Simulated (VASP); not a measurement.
# Al3GaN4 (P-4) in VASP: a series of runs

Runs on Al3GaN4. Level: PBEsol. Tasks: single point.

All numbers are computed with VASP 6.6.1; they aren't measurements. Logs are shortened: lines on timing, memory, paths and dates and some standing lists are left out, and cuts for length are marked.

## 1. The cell of the first run

Symmetry: P-4, No. 81, tetragonal system. The conventional cell has a = 4.407 Å, b = 4.407 Å, c = 4.407 Å, α = 90.00°, β = 90.00°, γ = 90.00°. Within 2.5 Å of Al (site symmetry 2) lie 4 N at 1.88 to 1.91 Å. Al (site symmetry -4) has 4 N at 1.90 Å within 2.5 Å. Within 2.6 Å of Ga (site symmetry -4) lie 4 N at 1.95 Å. N (site symmetry 1) has 3 Al at 1.88 to 1.91 Å and 1 Ga at 1.95 Å within 2.5 Å.

## 2. Single point, PBEsol (atoms displaced along a vibrational mode)

Input file INCAR:

```
PREC = Accurate
ENCUT = 520
EDIFF = 1E-6
ISMEAR = 0
SIGMA = 0.05
LREAL = False
LASPH = True
NELM = 60
ALGO = Normal
ISIF = 2
LWAVE = False
LCHARG = False
GGA = PS
NBANDS = 31
```

Input file KPOINTS:

```
regular mesh
0
Gamma
  6 6 6
```

Input file POSCAR:

```
Al3GaN4
1.0
    4.4069948456      0.0000000000      0.0000000000
    0.0000000000      4.4069948456      0.0000000000
    0.0000000000      0.0000000000      4.4069948456
Al Ga N
3 1 4
Direct
    0.5170183998      0.5000000000      0.0000000000
    0.4829816002      0.0000000000      0.5000000000
    0.0000000000      0.5000000000      0.5000000000
    0.0000000000      0.0000000000      0.0000000000
    0.7447077177      0.7505492028      0.2611337674
    0.7447077177      0.2494507972      0.7388662326
    0.2552922823      0.7388662326      0.7505492028
    0.2552922823      0.2611337674      0.2494507972
```

Potentials or basis: VASP PAW PBE potentials, release 64 (Al, Ga_d, N).

Launch:

```bash
$ cat potpaw_PBE.64/Al/POTCAR potpaw_PBE.64/Ga_d/POTCAR potpaw_PBE.64/N/POTCAR > POTCAR
$ mpirun -np 1 vasp_std > vasp.out
```

OUTCAR:

```text
PREC = Accurate
   ENCUT = 520
   EDIFF = 1E-6
   ISMEAR = 0
   LREAL = False
   LASPH = True
   NELM = 60
   ISIF = 2
   GGA = PS

 ion  position               nearest neighbor table
   1  0.517  0.500  0.000-   5 1.88   6 1.88   7 1.91   8 1.91   3 3.06   4 3.06   3 3.06   4 3.06
                             2 3.12   2 3.12   2 3.12   2 3.12   3 3.17   3 3.17
   2  0.483  0.000  0.500-   7 1.88   8 1.88   5 1.91   6 1.91   3 3.06   4 3.06   4 3.06   3 3.06
                             1 3.12   1 3.12   1 3.12   1 3.12   3 3.17   3 3.17
   3  0.000  0.500  0.500-   5 1.90   6 1.90   7 1.90   8 1.90   1 3.06   2 3.06   1 3.06   2 3.06
                             4 3.12   4 3.12   4 3.12   4 3.12   1 3.17   1 3.17   2 3.17   2 3.17
   4  0.000  0.000  0.000-   5 1.95   6 1.95   7 1.95   8 1.95   1 3.06   2 3.06   2 3.06   1 3.06
                             3 3.12   3 3.12   3 3.12   3 3.12
   5  0.745  0.751  0.261-   1 1.88   3 1.90   2 1.91   4 1.95
   6  0.745  0.249  0.739-   1 1.88   3 1.90   2 1.91   4 1.95
   7  0.255  0.739  0.751-   2 1.88   3 1.90   1 1.91   4 1.95
   8  0.255  0.261  0.249-   2 1.88   3 1.90   1 1.91   4 1.95

  LATTYP: Found a simple cubic cell.
 ALAT       =     4.4069948456

  Lattice vectors:

 A1 = (   4.4069948456,   0.0000000000,   0.0000000000)
 A2 = (   0.0000000000,   4.4069948456,   0.0000000000)
 A3 = (   0.0000000000,   0.0000000000,   4.4069948456)

Analysis of symmetry for initial positions (statically):
=====================================================================
 Subroutine PRICEL returns:
 Original cell was already a primitive cell.

 Routine SETGRP: Setting up the symmetry group for a
 simple cubic supercell.

 Subroutine GETGRP returns: Found  4 space group operations
 (whereof  4 operations were pure point group operations)
 out of a pool of 48 trial point group operations.

The static configuration has the point symmetry S_4 .

Analysis of symmetry for dynamics (positions and initial velocities):
=====================================================================
 Subroutine PRICEL returns:
 Original cell was already a primitive cell.

 Routine SETGRP: Setting up the symmetry group for a
 simple cubic supercell.

 Subroutine GETGRP returns: Found  4 space group operations
 (whereof  4 operations were pure point group operations)
 out of a pool of 48 trial point group operations.

The dynamic configuration has the point symmetry S_4 .

 Subroutine INISYM returns: Found  4 space group operations
 (whereof  4 operations are pure point group operations),
 and found     1 'primitive' translations

----------------------------------------------------------------------------------------

                                     Primitive cell

  volume of cell :      85.5909

  direct lattice vectors                    reciprocal lattice vectors
     4.406994846  0.000000000  0.000000000     0.226911997  0.000000000  0.000000000
     0.000000000  4.406994846  0.000000000     0.000000000  0.226911997  0.000000000
     0.000000000  0.000000000  4.406994846     0.000000000  0.000000000  0.226911997

  length of vectors
     4.406994846  4.406994846  4.406994846     0.226911997  0.226911997  0.226911997

  position of ions in fractional coordinates (direct lattice)
     0.517018400  0.500000000  0.000000000
     0.482981600  0.000000000  0.500000000
     0.000000000  0.500000000  0.500000000
     0.000000000  0.000000000  0.000000000
     0.744707718  0.750549203  0.261133767
     0.744707718  0.249450797  0.738866233
     0.255292282  0.738866233  0.750549203
     0.255292282  0.261133767  0.249450797

  ion indices of the primitive-cell ions
   primitive index   ion index
                 1           1
                 2           2
                 3           3
                 4           4
                 5           5
                 6           6
                 7           7
                 8           8

----------------------------------------------------------------------------------------

 KPOINTS: regular mesh

Automatic generation of k-mesh.
 Grid dimensions read from file:
 generate k-points for:    6    6    6

 Generating k-lattice:

  Cartesian coordinates                     Fractional coordinates (reciprocal lattice)
     0.037818666  0.000000000  0.000000000     0.166666667  0.000000000  0.000000000
     0.000000000  0.037818666  0.000000000     0.000000000  0.166666667  0.000000000
     0.000000000  0.000000000  0.037818666     0.000000000  0.000000000  0.166666667

  Length of vectors
     0.037818666  0.037818666  0.037818666

  Shift w.r.t. Gamma in fractional coordinates (k-lattice)
     0.000000000  0.000000000  0.000000000

 Subroutine IBZKPT returns following result:
 ===========================================

 Found     44 irreducible k-points:

 Following reciprocal coordinates:
            Coordinates               Weight
  0.000000  0.000000  0.000000      1.000000
  0.166667  0.000000  0.000000      2.000000
  0.000000  0.166667  0.000000      4.000000
  0.333333  0.000000  0.000000      2.000000
  0.000000  0.333333  0.000000      4.000000
  0.500000  0.000000  0.000000      1.000000
[... 16 lines left out ...]
  0.000000  0.500000  0.500000      1.000000
  0.166667  0.166667  0.166667      8.000000
 [... further k-points ...]
   k-points           NKPTS =     44   k-points in BZ     NKDIM =     44   number of bands    NBANDS=     31
   number of dos      NEDOS =    301   number of ions     NIONS =      8
   total plane-waves  NPLWV =  46656
   dimension x,y,z NGX =    36 NGY =   36 NGZ =   36
   dimension x,y,z NGXF=    72 NGYF=   72 NGZF=   72
   ions per type =               3   1   4
   NGX,Y,Z   is equivalent  to a cutoff of  13.58, 13.58, 13.58 a.u.
   NGXF,Y,Z  is equivalent  to a cutoff of  27.16, 27.16, 27.16 a.u.
 SYSTEM =  unknown system
   PREC   = accura    normal or accurate (medium, high low for compatibility)
   ISTART =      0    job   : 0-new  1-cont  2-samecut
   ICHARG =      2    charge: 1-file 2-atom 10-const
   ISPIN  =      1    spin polarized calculation?
   LNONCOLLINEAR =      F non collinear calculations
   LSORBIT =      F    spin-orbit coupling
   LASPH  =      T    aspherical Exc in radial PAW
   ENCUT  =  520.0 eV  38.22 Ry    6.18 a.u.   8.19  8.19  8.19*2*pi/ulx,y,z
   NELM   =     60;   NELMIN=  2; NELMDL= -5     # of ELM steps
   EDIFF  = 0.1E-05   stopping-criterion for ELM
   LREAL  =      F    real-space projection
   EDIFFG = 0.1E-04   stopping-criterion for IOM
   NSW    =      0    number of steps for IOM
   IBRION =     -1    ionic relax: 0-MD 1-quasi-New 2-CG
   NFREE  =      0    steps in history (QN), initial steepest desc. (CG)
   ISIF   =      2    stress and relaxation
   ISYM   =      2    0-nonsym 1-usesym 2-fastsym
   POTIM  = 0.5000    time-step for ionic-motion
   TEBEG  =    0.0;   TEEND  =   0.0 temperature during run
   PSTRESS=    0.0 pullay stress
   NELECT =      42.0000    total number of electrons
   NUPDOWN=      -1.0000    fix difference up-down
   EMIN   =  10.00;   EMAX   =-10.00  energy-range for DOS
   EFERMI =   0.00;   METHOD = LEGACY
   ISMEAR =     0;   SIGMA  =   0.05  broadening in eV -4-tet -1-fermi 0-gaus
   EFERMI_NEDOS =   21; number of points for ismear=-14 and -15
   IALGO  =     38    algorithm
   IMIX   =      4    mixing-type and parameters
     AMIX     =   0.40;   BMIX     =  1.00
     AMIX_MAG =   1.60;   BMIX_MAG =  1.00
  volume/ion in A,a.u.               =      10.70        72.20
  Fermi-wavevector in a.u.,A,eV,Ry     =   1.291265  2.440137 22.685883  1.667365
  Thomas-Fermi vector in A             =   2.423046
   LORBIT       =      0    0 simple, 1 ext, 2 COOP (PROOUT), +10 PAW based schemes
   GGA     = PS    functional components
   LHFCALC =     F    Hartree Fock is set to
   AEXX    =    0.0000 exact exchange contribution
   IVDW    =     0    specifies the selected vdW correction
   LEPSILON=     F    determine dielectric tensor
   LRPA    =     F    only Hartree local field effects (RPA)
 non-spin polarized calculation
 Gauss-broadening in eV      SIGMA  =   0.05
  energy-cutoff  :      520.00
  volume of cell :       85.59
 maximum number of plane-waves:      2325
 NGX is ok and might be reduce to    36
   NGX = 17   NGY = 17   NGZ = 17

 number of electron      41.9999983 magnetization

 Free energy of the ion-electron system (eV)
  ---------------------------------------------------
  ext. energy  EPLUGINS =         0.00000000
  ---------------------------------------------------
  free energy    TOTEN  =       -59.87631103 eV

  energy without entropy =      -59.87631103  energy(sigma->0) =      -59.87631103

 E-fermi :   5.9208     XC(G=0): -11.3301

 val. band max:        5.6264722751   @ k =   0.0000   0.1667   0.1667
 cond. band min:       8.9149965358   @ k =   0.0000   0.0000   0.0000
 fundamental gap:      3.2885242607
 Fermi energy:         5.9208293210

 k-point     1 :       0.0000    0.0000    0.0000
  band No.  band energies     occupation
      1      -9.5353      2.00000
      2      -7.7792      2.00000
      3      -7.7780      2.00000
      4      -7.7780      2.00000
      5      -6.9941      2.00000
      6      -6.9935      2.00000
[... 23 lines left out ...]
     30      17.4394      0.00000
     31      17.4496      0.00000

 k-point     2 :       0.1667    0.0000    0.0000
  band No.  band energies     occupation
      1      -9.4074      2.00000
      2      -7.8371      2.00000
      3      -7.7852      2.00000
      4      -7.7852      2.00000
      5      -6.9927      2.00000
      6      -6.9887      2.00000
[... 23 lines left out ...]
     30      17.6309      0.00000
     31      17.6310      0.00000

 k-point     3 :       0.0000    0.1667    0.0000
  band No.  band energies     occupation
      1      -9.4073      2.00000
      2      -7.8363      2.00000
      3      -7.7857      2.00000
      4      -7.7853      2.00000
      5      -6.9923      2.00000
      6      -6.9891      2.00000
[... 703 lines left out ...]
     30      15.9156      0.00000
     31      16.8550      0.00000

 k-point    24 :       0.1667    0.1667    0.1667
  band No.  band energies     occupation
      1      -9.1677      2.00000
      2      -7.8708      2.00000
      3      -7.8606      2.00000
      4      -7.7851      2.00000
      5      -6.9850      2.00000
      6      -6.9842      2.00000
[... 23 lines left out ...]
     30      17.6135      0.00000
     31      17.7416      0.00000

 [... further k-points ...]
[... 5 lines left out ...]
  --------------------------------------------------------------------------------------
  -------------------------------------------------------------------------------------
  Total       -0.1695601     -0.0174291     -0.0174291      0.0000000      0.0000003     -0.0000000
  in kB       -3.1739979     -0.3262546     -0.3262546      0.0000000      0.0000054     -0.0000000
  external PRESSURE =      -1.2755024 kB  Pullay stress =       0.0000000 kB

 VOLUME and BASIS-vectors are now :
 -----------------------------------------------------------------------------
  energy-cutoff  :      520.00
  volume of cell :       85.59
      direct lattice vectors                 reciprocal lattice vectors
     4.406994846  0.000000000  0.000000000     0.226911997  0.000000000  0.000000000
     0.000000000  4.406994846  0.000000000     0.000000000  0.226911997  0.000000000
     0.000000000  0.000000000  4.406994846     0.000000000  0.000000000  0.226911997

 POSITION                                       TOTAL-FORCE (eV/Angst)
 -----------------------------------------------------------------------------------
      2.27850      2.20350      0.00000        -0.799116     -0.000000      0.000000
      2.12850      0.00000      2.20350         0.799116     -0.000000      0.000000
      0.00000      2.20350      2.20350        -0.000000     -0.000000      0.000000
      0.00000      0.00000      0.00000        -0.000000     -0.000000     -0.000000
      3.28192      3.30767      1.15082         0.003585     -0.140956     -0.145359
      3.28192      1.09933      3.25618         0.003585      0.140956      0.145359
      1.12507      3.25618      3.30767        -0.003585      0.145359     -0.140956
      1.12507      1.15082      1.09933        -0.003585     -0.145359      0.140956
 -----------------------------------------------------------------------------------
    total drift:                               -0.000000      0.000000     -0.000000

  FREE ENERGIE OF THE ION-ELECTRON SYSTEM (eV)
  ---------------------------------------------------
  free  energy   TOTEN  =       -59.8763110318 eV

  energy  without entropy=      -59.8763110318  energy(sigma->0) =      -59.87631103
```

Run time: 3.3 min. Hardware: 1 thread of Intel Xeon 8259CL, shared host; peak memory 0.26 GiB.

What came out:

- Free energy: -59.8763 eV
- Pressure: -0.1 GPa
- Largest force: 0.799 eV/Å
- Band gap on the k mesh: 3.29 eV

Forces on the atoms (eV/Å):
```
Al  -0.799  0.000  0.000
Al   0.799  0.000  0.000
Al   0.000  0.000  0.000
Ga   0.000  0.000  0.000
N    0.004 -0.141 -0.145
N    0.004  0.141  0.145
N   -0.004  0.145 -0.141
N   -0.004 -0.145  0.141
```

Stress tensor (GPa, compression positive):
```
-0.32  0.00  0.00
 0.00 -0.03  0.00
 0.00  0.00 -0.03
```

Levels at points of the mesh, in eV from the valence-band top:
| k point | band 19 | band 20 | band 21 | band 22 | band 23 | band 24 |
| --- | --- | --- | --- | --- | --- | --- |
| (0.00, 0.00, 0.00) | 0.00 | 0.00 | 0.00 | 3.29 | 3.30 | 3.30 |
| (0.50, 0.00, 0.00) | -1.21 | -0.94 | -0.94 | 5.49 | 5.56 | 6.03 |
| (0.00, 0.50, 0.00) | -1.21 | -0.94 | -0.94 | 5.49 | 5.55 | 6.02 |
| (0.50, 0.50, 0.00) | -0.56 | -0.53 | -0.52 | 7.26 | 7.42 | 7.44 |
| (0.00, 0.50, 0.50) | -0.54 | -0.54 | -0.54 | 7.27 | 7.31 | 7.31 |
| (0.50, 0.50, 0.50) | -0.38 | -0.38 | -0.37 | 5.45 | 6.85 | 6.85 |

Caveat: the cell differs from its parent crystal (atoms displaced along a vibrational mode); the PAW data sets were made with another functional, which shifts forces and pressure a little. A k mesh can miss the band edges.

## 3. Single point, PBEsol (atoms displaced along a vibrational mode)

Input file INCAR:

```
SYSTEM = Al3GaN4
PREC = Accurate ; ENCUT = 520
EDIFF = 1E-6 ; ISMEAR = 0
SIGMA = 0.05 ; LREAL = .False.
LASPH = .True. ; NELM = 80
ALGO = Normal ; ISIF = 2
LWAVE = .False. ; LCHARG = .True.
GGA = PS ; LELF = .True.
LVHAR = .True. ; NBANDS = 31
```

Input file KPOINTS:

```
Automatic mesh
0
Gamma
  6 6 6
  0 0 0
```

Input file POSCAR:

```
Al3GaN4
1.0
    4.4069948456      0.0000000000      0.0000000000
    0.0000000000      4.4069948456      0.0000000000
    0.0000000000      0.0000000000      4.4069948456
Al Ga N
3 1 4
Direct
    0.5056727999      0.5000000000      0.0000000000
    0.4943272001      0.0000000000      0.5000000000
    0.0000000000      0.5000000000      0.5000000000
    0.0000000000      0.0000000000      0.0000000000
    0.7447077177      0.7466548794      0.2572394440
    0.7447077177      0.2533451206      0.7427605560
    0.2552922823      0.7427605560      0.7466548794
    0.2552922823      0.2572394440      0.2533451206
```

Potentials or basis: VASP PAW PBE potentials, release 64 (Al, Ga_d, N).

Launch:

```bash
$ cat potpaw_PBE.64/Al/POTCAR potpaw_PBE.64/Ga_d/POTCAR potpaw_PBE.64/N/POTCAR > POTCAR
$ mpirun -np 1 vasp_std > vasp.out
```

Run time: 3.6 min. Hardware: 1 thread of Intel Xeon 8259CL, shared host; peak memory 0.27 GiB.

The run converged. Its results:

```yaml
Free_energy: -59.9428 eV
Pressure: -0.1 GPa
Largest_force: 0.268 eV/Å
Band_gap_on_the_k_mesh: 3.31 eV
```

Forces on the atoms (eV/Å):
```
Al  -0.268  0.000  0.000
Al   0.268  0.000  0.000
Al   0.000  0.000  0.000
Ga   0.000  0.000  0.000
N    0.005 -0.043 -0.052
N    0.005  0.043  0.052
N   -0.005  0.052 -0.043
N   -0.005 -0.052  0.043
```

Levels at points of the mesh, in eV from the valence-band top:
```csv
k point,band 17,band 18,band 19,band 20,band 21,band 22,band 23,band 24,band 25,band 26
"(0.00, 0.00, 0.00)",-1.98,-1.98,0.00,0.00,0.00,3.31,3.31,3.31,3.43,6.92
"(0.50, 0.00, 0.00)",-2.64,-1.21,-1.21,-0.94,-0.94,5.52,5.58,6.05,6.05,8.45
"(0.00, 0.50, 0.00)",-2.64,-1.21,-1.21,-0.94,-0.94,5.52,5.58,6.05,6.05,8.45
"(0.50, 0.50, 0.00)",-2.56,-0.83,-0.55,-0.54,-0.53,7.28,7.46,7.47,7.73,7.93
"(0.00, 0.50, 0.50)",-2.57,-0.83,-0.55,-0.54,-0.54,7.29,7.45,7.45,7.73,7.93
"(0.50, 0.50, 0.50)",-0.59,-0.59,-0.38,-0.38,-0.38,5.46,6.91,6.91,6.91,9.36
```

Caveat: the cell differs from its parent crystal (atoms displaced along a vibrational mode); the PAW data sets were made with another functional, which shifts forces and pressure a little.
